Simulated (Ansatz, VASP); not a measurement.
Two plane-wave programs on NaF

```xyz
2
Lattice="0.0000 2.4395 2.4395 2.4395 0.0000 2.4395 2.4395 2.4395 0.0000" Properties=species:S:1:pos:R:3 pbc="T T T"
Na    0.0000    0.0000    0.0000
F     2.4395    2.4395    2.4395
```

Change from the starting cell: strain +0.050 along x and y, +0.050 along z, atoms carried along.

Alike in both runs: task single point; functional PBE; k mesh 8 × 8 × 8; occupations gaussian, width 0.05 eV; no spin polarisation.

|  | VASP | Ansatz |
| --- | --- | --- |
| version | VASP 6.6.1 | Ansatz 0.2.0 |
| potentials or method | VASP PAW PBE potentials, release 64 (Na_pv, F), cutoff 520 eV | scalar-relativistic, plane waves, PAW |
| valence electrons in the cell | 14 | 16 |

|  | VASP | Ansatz | Ansatz less VASP |
| --- | --- | --- | --- |
| gap on the k mesh at the Fermi level (eV) | 5.54 | 5.55 | +0.012 |
| least direct gap on the mesh (eV) | 5.54 | 5.55 | +0.012 |
| pressure (GPa) | -4.0 | -3.9 | +0.15 |

VASP's potentials hold 14 valence electrons a cell and Ansatz's 16, so a difference there can come from the potentials and not from the codes.
